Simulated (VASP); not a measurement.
# LiCl in VASP: single point with PBE

Aim: the single point of LiCl with PBE.

All numbers are computed with VASP 6.6.1; they aren't measurements. Logs are shortened: lines on timing, memory, paths and dates and some standing lists are left out, and cuts for length are marked.

### Step 1. The cell of the first run

The typed cell holds 6 atoms: a = 3.917 Å, b = 3.917 Å, c = 9.743 Å, α = 101.60°, β = 101.60°, γ = 60.01°.

### Step 2. Single point, PBE

The input, INCAR:

```
SYSTEM = LiCl
PREC     = Accurate       ! precision mode
ENCUT    = 750            ! plane-wave cutoff, eV
EDIFF    = 1E-6           ! SCF threshold, eV
ISMEAR   = 0              ! smearing method
SIGMA    = 0.01           ! smearing width, eV
LREAL    = .False.        ! projectors in reciprocal space
LASPH    = .True.         ! aspherical terms in the spheres
NELM     = 120            ! most SCF steps
ALGO     = Normal         ! electronic algorithm
ISIF     = 2              ! what is computed and relaxed
LWAVE    = .False.        ! write WAVECAR
LCHARG   = .False.        ! write CHGCAR
GGA      = PE             ! functional
NBANDS   = 24             ! bands
GGA_COMPAT= .False.
```

The input, KPOINTS:

```
regular mesh
0
Gamma
  8 8 4
  0 0 0
```

The input, POSCAR:

```
LiCl
1.0
    3.3921693158     -1.9586826776      0.0086366573
    3.3921693158      1.9586826776      0.0086366573
   -2.2862470164      0.0000000000      9.4711991678
Li Cl
3 3
Direct
    0.8353243511      0.8353243511      0.9563597028
    0.6136266497      0.6136266497      0.2912780697
    0.0577853914      0.0577853914      0.6237316918
    0.6976204661      0.6976204661      0.5432902613
    0.1418340042      0.1418340042      0.8758744778
    0.9196992817      0.9196992817      0.2094657966
```

Potentials or basis: VASP PAW PBE potentials, release 64 (Li_sv, Cl).

Started as:

```bash
cat potpaw_PBE.64/Li_sv/POTCAR potpaw_PBE.64/Cl/POTCAR > POTCAR
mpirun -np 1 vasp_std > vasp.out
```

OUTCAR:

```text
SYSTEM = LiCl
   PREC = Accurate
   ENCUT = 750
   EDIFF = 1E-6
   ISMEAR = 0
   LREAL = .False.
   LASPH = .True.
   NELM = 120
   ISIF = 2
   GGA = PE

 ion  position               nearest neighbor table
   1  0.835  0.835  0.956-   5 2.39   5 2.39   5 2.39   6 2.40
   2  0.614  0.614  0.291-   4 2.39   6 2.39   6 2.39   6 2.39
   3  0.058  0.058  0.624-   4 2.39   4 2.39   4 2.39   5 2.39
   4  0.698  0.698  0.543-   3 2.39   3 2.39   3 2.39   2 2.39
   5  0.142  0.142  0.876-   1 2.39   1 2.39   1 2.39   3 2.39
   6  0.920  0.920  0.209-   2 2.39   2 2.39   2 2.39   1 2.40

  LATTYP: Found a base centered monoclinic cell.
 ALAT       =     6.7843606210
 B/A-ratio  =     0.5774111333
 C/A-ratio  =     1.4361309736
 COS(beta)  =    -0.2321740707

  Lattice vectors:

 A1 = (   3.3921693158,  -1.9586826776,   0.0086366573)
 A2 = (   3.3921693158,   1.9586826776,   0.0086366573)
 A3 = (  -2.2862470164,   0.0000000000,   9.4711991678)

Analysis of symmetry for initial positions (statically):
=====================================================================
 Subroutine PRICEL returns:
 Original cell was already a primitive cell.

 Routine SETGRP: Setting up the symmetry group for a
 base centered monoclinic supercell.

 Subroutine GETGRP returns: Found  2 space group operations
 (whereof  2 operations were pure point group operations)
 out of a pool of  4 trial point group operations.

The static configuration has the point symmetry C_1h.

Analysis of symmetry for dynamics (positions and initial velocities):
=====================================================================
 Subroutine PRICEL returns:
 Original cell was already a primitive cell.

 Routine SETGRP: Setting up the symmetry group for a
 base centered monoclinic supercell.

 Subroutine GETGRP returns: Found  2 space group operations
 (whereof  2 operations were pure point group operations)
 out of a pool of  4 trial point group operations.

The dynamic configuration has the point symmetry C_1h.

 Subroutine INISYM returns: Found  2 space group operations
 (whereof  2 operations are pure point group operations),
 and found     1 'primitive' translations

----------------------------------------------------------------------------------------

                                     Primitive cell

  volume of cell :     125.9341

[... 97 lines left out ...]
   LREAL  =      F    real-space projection
   EDIFFG = 0.1E-04   stopping-criterion for IOM
   NSW    =      0    number of steps for IOM
   IBRION =     -1    ionic relax: 0-MD 1-quasi-New 2-CG
   NFREE  =      0    steps in history (QN), initial steepest desc. (CG)
   ISIF   =      2    stress and relaxation
   ISYM   =      2    0-nonsym 1-usesym 2-fastsym
   POTIM  = 0.5000    time-step for ionic-motion
   TEBEG  =    0.0;   TEEND  =   0.0 temperature during run
   PSTRESS=    0.0 pullay stress
   NELECT =      30.0000    total number of electrons
   NUPDOWN=      -1.0000    fix difference up-down
   EMIN   =  10.00;   EMAX   =-10.00  energy-range for DOS
   EFERMI =   0.00;   METHOD = LEGACY
   ISMEAR =     0;   SIGMA  =   0.01  broadening in eV -4-tet -1-fermi 0-gaus
   EFERMI_NEDOS =   21; number of points for ismear=-14 and -15
   IALGO  =     38    algorithm
   IMIX   =      4    mixing-type and parameters
     AMIX     =   0.40;   BMIX     =  1.00
     AMIX_MAG =   1.60;   BMIX_MAG =  1.00
  volume/ion in A,a.u.               =      20.99       141.64
  Fermi-wavevector in a.u.,A,eV,Ry     =   1.014847  1.917784 14.012850  1.029915
  Thomas-Fermi vector in A             =   2.148099
   LORBIT       =      0    0 simple, 1 ext, 2 COOP (PROOUT), +10 PAW based schemes
   GGA     = PE    functional components
   LHFCALC =     F    Hartree Fock is set to
   AEXX    =    0.0000 exact exchange contribution
   IVDW    =     0    specifies the selected vdW correction
   LEPSILON=     F    determine dielectric tensor
   LRPA    =     F    only Hartree local field effects (RPA)
 non-spin polarized calculation
 Gauss-broadening in eV      SIGMA  =   0.01
  energy-cutoff  :      750.00
  volume of cell :      125.93
 maximum number of plane-waves:      5908
   NGX = 17   NGY = 17   NGZ = 43

 number of electron      30.0000001 magnetization

 Free energy of the ion-electron system (eV)
  ---------------------------------------------------
  ext. energy  EPLUGINS =         0.00000000
  ---------------------------------------------------
  free energy    TOTEN  =       -22.29539000 eV

  energy without entropy =      -22.29539000  energy(sigma->0) =      -22.29539000

 E-fermi :  -1.1277     XC(G=0):  -7.6156

 val. band max:       -1.2692498281   @ k =   0.0000   0.0000   0.0000
 cond. band min:       4.6734074017   @ k =   0.0000   0.0000   0.0000
 fundamental gap:      5.9426572298
 Fermi energy:        -1.1277361659

 k-point     1 :       0.0000    0.0000    0.0000
  band No.  band energies     occupation
      1     -44.2030      2.00000
      2     -44.1923      2.00000
      3     -44.1893      2.00000
      4     -13.9809      2.00000
      5     -13.7717      2.00000
      6     -13.7589      2.00000
[... 637 lines left out ...]
     23       9.3219      0.00000
     24       9.5618      0.00000

 [... further k-points ...]

------------------------ aborting loop because EDIFF is reached ----------------------------------------

  FORCE on cell =-STRESS in cart. coord.  units (eV):
  Direction    XX          YY          ZZ          XY          YZ          ZX
  --------------------------------------------------------------------------------------
  -------------------------------------------------------------------------------------
  Total       -0.0580993     -0.0596936     -0.0600759      0.0000000      0.0000000      0.0004125
  in kB       -0.7391592     -0.7594424     -0.7643068      0.0000000      0.0000000      0.0052485
  external PRESSURE =      -0.7543028 kB  Pullay stress =       0.0000000 kB

 VOLUME and BASIS-vectors are now :
 -----------------------------------------------------------------------------
  energy-cutoff  :      750.00
  volume of cell :      125.93
      direct lattice vectors                 reciprocal lattice vectors
     3.392169316 -1.958682678  0.008636657     0.147307769 -0.255273611  0.035558533
     3.392169316  1.958682678  0.008636657     0.147307769  0.255273611  0.035558533
    -2.286247016  0.000000000  9.471199168    -0.000268656  0.000000000  0.105518400

 POSITION                                       TOTAL-FORCE (eV/Angst)
 -----------------------------------------------------------------------------------
      3.48065      0.00000      9.07230        -0.000093      0.000000      0.000066
      3.49712      0.00000      2.76935        -0.000086      0.000000     -0.000128
     -1.03397      0.00000      5.90849        -0.000095      0.000000      0.000162
      3.49080      0.00000      5.15766         0.000073      0.000000     -0.000174
     -1.04022      0.00000      8.29803         0.000162      0.000000      0.000166
      5.76066      0.00000      1.99978         0.000039      0.000000     -0.000092
 -----------------------------------------------------------------------------------
    total drift:                               -0.000432     -0.000000     -0.000306

  FREE ENERGIE OF THE ION-ELECTRON SYSTEM (eV)
  ---------------------------------------------------
  free  energy   TOTEN  =       -22.2953900013 eV

  energy  without entropy=      -22.2953900013  energy(sigma->0) =      -22.29539000
```

OSZICAR:

```text
N       E                     dE             d eps       ncg     rms          rms(c)
DAV:   1     0.252553813040E+03    0.25255E+03   -0.15428E+04  3744   0.154E+03
DAV:   2     0.766877205936E+01   -0.24489E+03   -0.23198E+03  4912   0.318E+02
DAV:   3    -0.180678397478E+02   -0.25737E+02   -0.25580E+02  5504   0.887E+01
DAV:   4    -0.224818962809E+02   -0.44141E+01   -0.44016E+01  7000   0.258E+01
DAV:   5    -0.226324660396E+02   -0.15057E+00   -0.15056E+00  5384   0.568E+00    0.404E+00
DAV:   6    -0.222456256434E+02    0.38684E+00   -0.84149E-01  4960   0.407E+00    0.307E+00
DAV:   7    -0.222547521031E+02   -0.91265E-02   -0.26701E-01  5960   0.215E+00    0.186E+00
DAV:   8    -0.222920521825E+02   -0.37300E-01   -0.43703E-02  4984   0.121E+00    0.303E-01
DAV:   9    -0.222929521792E+02   -0.90000E-03   -0.38648E-03  5280   0.278E-01    0.104E-01
DAV:  10    -0.222953490433E+02   -0.23969E-02   -0.27825E-03  4784   0.273E-01    0.345E-02
DAV:  11    -0.222953746128E+02   -0.25569E-04   -0.87913E-05  5568   0.504E-02    0.682E-03
DAV:  12    -0.222953867894E+02   -0.12177E-04   -0.10243E-05  4880   0.185E-02    0.558E-03
DAV:  13    -0.222953896404E+02   -0.28510E-05   -0.34127E-06  5104   0.957E-03    0.259E-03
DAV:  14    -0.222953900013E+02   -0.36092E-06   -0.36745E-07  4816   0.307E-03
   1 F= -.22295390E+02 E0= -.22295390E+02  d E =-.234891E-91
```

stdout:

```text
POSCAR found type information on POSCAR LiCl
 POSCAR found :  2 types and       6 ions
 scaLAPACK will be used
 LDA part: xc-table for (Slater+PW92), standard interpolation
 POSCAR, INCAR and KPOINTS ok, starting setup
 FFT: planning ... GRIDC
 FFT: planning ... GRID_SOFT
 FFT: planning ... GRID
 WAVECAR not read
 entering main loop
```

Run time: 12 min. Hardware: 1 thread of AMD EPYC 7R13, shared host; peak memory 0.52 GiB.

Results:

```yaml
Free_energy: -22.2954 eV
Pressure: -0.1 GPa
Band_gap_on_the_k_mesh: 5.94 eV
```

A k mesh can miss the band edges.
